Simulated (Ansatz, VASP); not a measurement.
H15C2NO6 in VASP and in Ansatz

```
O H C N
1.0
     7.02778    0.00000    0.00000
     0.00000    7.02778    0.00000
     0.00000    0.00000    7.02778
O H C N
6 15 2 1
Direct
  0.11109 0.56463 0.71654
  0.01123 0.57731 0.33628
  0.20893 0.17781 0.48434
  0.44913 0.08070 0.80179
  0.07619 0.81351 0.01600
  0.62739 0.47412 0.22377
  0.06969 0.58274 0.58269
  0.11626 0.42765 0.73351
  0.05478 0.66583 0.23545
  0.88147 0.54270 0.29690
  0.19569 0.29581 0.41196
  0.25660 0.08363 0.39426
  0.37560 0.12419 0.69048
  0.49922 0.95821 0.75977
  0.19149 0.88907 0.99733
  0.07838 0.72266 0.90710
  0.60545 0.44708 0.08985
  0.55144 0.58949 0.24984
  0.84416 0.03245 0.44752
  0.86275 0.02564 0.19390
  0.72227 0.20780 0.30731
  0.76755 0.05753 0.31375
  0.60207 0.93774 0.30277
  0.46724 0.84152 0.29412
```

Alike in both runs: functional PBE; dispersion D3(BJ); k mesh 1 × 1 × 1; occupations fermi-dirac, width 0.05 eV; no spin polarisation.

Ansatz relaxed the structure, and its values are those at the end. VASP's run is a single point on that final structure, the one shown.

|  | VASP | Ansatz |
| --- | --- | --- |
| version | VASP 6.6.1 | Ansatz 0.2.0 |
| potentials or method | VASP PAW PBE potentials, release 64 (O, H, C, N), cutoff 520 eV | scalar-relativistic, plane waves, PAW |
| valence electrons in the cell | 64 | 64 |

|  | VASP | Ansatz | Ansatz less VASP |
| --- | --- | --- | --- |
| rms of the force components (eV/Å) | 0.078 | 0.066 | -0.0117 |

Noted on VASP's run: the standard files for N, O and F lose accuracy on very short bonds.
